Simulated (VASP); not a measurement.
Input of a VASP 6.6.1 run:

Contents of INCAR:

```
PREC = Accurate
ENCUT = 520
EDIFF = 1E-6
ISMEAR = 0
SIGMA = 0.1
LREAL = F
LASPH = T
NELM = 100
ALGO = Normal
ISIF = 2
LWAVE = F
LCHARG = T
GGA = PE
LELF = T
LVHAR = T
NBANDS = 28
```

KPOINTS

```
regular mesh
0
Gamma
  6 6 4
```

The input POSCAR:

```
Si2C
1.0
    6.2138100932      0.0000000041      0.0000000000
   -3.1069050501      5.3813173929      0.0000000000
    0.0000000000      0.0000000000      3.8390722980
Si C
6 3
Direct
    0.2706925346      0.3141151900      0.4046161866
    0.6858848100      0.9565773446      0.7379495200
    0.0434226554      0.7293074654      1.0712828533
    0.6858848100      0.7293074654      0.2620504800
    0.0434226554      0.3141151900     -0.0712828533
    0.2706925346      0.9565773446      0.5953838134
    0.6275504765      0.3724495235      0.3333333333
    0.6275504765      0.2551009530      0.6666666667
    0.7448990470      0.3724495235      0.0000000000
```

Potentials or basis: VASP PAW PBE potentials, release 64 (Si, C).

Run with:

```sh
$ cat potpaw_PBE.64/Si/POTCAR potpaw_PBE.64/C/POTCAR > POTCAR
$ mpirun -np 1 vasp_std > vasp.out
```

What does it give for the largest force?

0.041 eV/Å.

Predict the pressure.

0.1 GPa.

Predict the band gap on the k mesh.

zero (band 18 reaches 7.43 eV, above the bottom of band 19 at 6.73 eV).

Forces in eV/Å, atoms in the order of the input:
```
Si  -0.011  0.008 -0.008
Si  -0.002 -0.013 -0.008
Si   0.012  0.005 -0.008
Si  -0.012  0.005  0.008
Si   0.011  0.008  0.008
Si   0.002 -0.013  0.008
C   -0.036  0.021  0.000
C    0.000 -0.041  0.000
C    0.036  0.021  0.000
```

Caveat: the k points lie up to 0.41 Å⁻¹ apart.
